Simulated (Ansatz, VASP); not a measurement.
## Two plane-wave programs on MgSi4N

File INCAR:

```
  PREC = Accurate
  ENCUT = 520
  EDIFF = 1E-7
  ISMEAR = 0
  SIGMA = 0.1
  LREAL = F
  LASPH = T
  NELM = 150
  ALGO = Normal
  ISIF = 2
  LWAVE = F
  LCHARG = T
  ISPIN = 2
  MAGMOM = 0 0 0 0 0 1
  LORBIT = 11
  GGA = PE
  LELF = T
  LVHAR = T
  NBANDS = 24
```

The input KPOINTS:

```
Automatic mesh
0
Gamma
  4 4 4
```

The input POSCAR:

```
MgSi4N
1.0
    0.0000000000      3.5111088400      3.5111088400
    3.5111088400      0.0000000000      3.5111088400
    3.5111088400      3.5111088400      0.0000000000
Mg Si N
1 4 1
Direct
    0.7500000000      0.7500000000      0.7500000000
    0.3951668500      0.3951668500      0.3951668500
    0.3951668500      0.3951668500      0.8144994400
    0.3951668500      0.8144994400      0.3951668500
    0.8144994400      0.3951668500      0.3951668500
    0.0000000000      0.0000000000      0.0000000000
```

Input for Ansatz:

```yaml
crystal:
  lattice:
    - [0.0, 3.51110884, 3.51110884]
    - [3.51110884, 0.0, 3.51110884]
    - [3.51110884, 3.51110884, 0.0]
  atoms:
    - { symbol: Mg, position: [0.75, 0.75, 0.75] }
    - { symbol: Si, position: [0.39516685, 0.39516685, 0.39516685] }
    - { symbol: Si, position: [0.39516685, 0.39516685, 0.81449944] }
    - { symbol: Si, position: [0.39516685, 0.81449944, 0.39516685] }
    - { symbol: Si, position: [0.81449944, 0.39516685, 0.39516685] }
    - { symbol: "N", position: [0.0, 0.0, 0.0], spin: 1.0 }
basis:
  ecutwfc: 420
kpoints:
  mp_grid: { grid: [4, 4, 4] }
hamiltonian:
  xc: pbe
scf:
  occupations: { method: gaussian, width: 0.1 }
  lower_state_search: "off"
output:
  forces: true
  stress: true
  eigenvalues: true
  populations: true
magnetization:
  spin_polarized: true
```

Alike in both runs: task single point; functional PBE; k mesh 4 × 4 × 4; occupations gaussian, width 0.1 eV; collinear spin.

|  | VASP | Ansatz |
| --- | --- | --- |
| version | VASP 6.6.1 | Ansatz 0.2.0 |
| potentials or method | VASP PAW PBE potentials, release 64 (Mg, Si, N), cutoff 520 eV | scalar-relativistic, plane waves, PAW |
| valence electrons in the cell | 23 | 31 |

|  | VASP | Ansatz | Ansatz less VASP |
| --- | --- | --- | --- |
| gap on the k mesh at the Fermi level (eV) | none | none | - |
| pressure (GPa) | 23.5 | 23.8 | +0.37 |
| rms of the force components (eV/Å) | 4.963 | 5.006 | +0.0426 |
| net moment per atom (μB) | 0.16 | 0.16 | -0.001 |
| size of the moment on the site where the two differ most (μB) | 0.48 | 0.65 | +0.168 |

Site moments also hang on the region over which each program counts them. Atom by atom the forces differ by 0.043 eV/Å (rms over components). A gap of «none» marks a metal or a gap that the smearing closes. VASP's potentials hold 23 valence electrons a cell and Ansatz's 31, so a difference there can come from the potentials and not from the codes.

The k mesh is coarse, so the values compare programs but aren't converged.
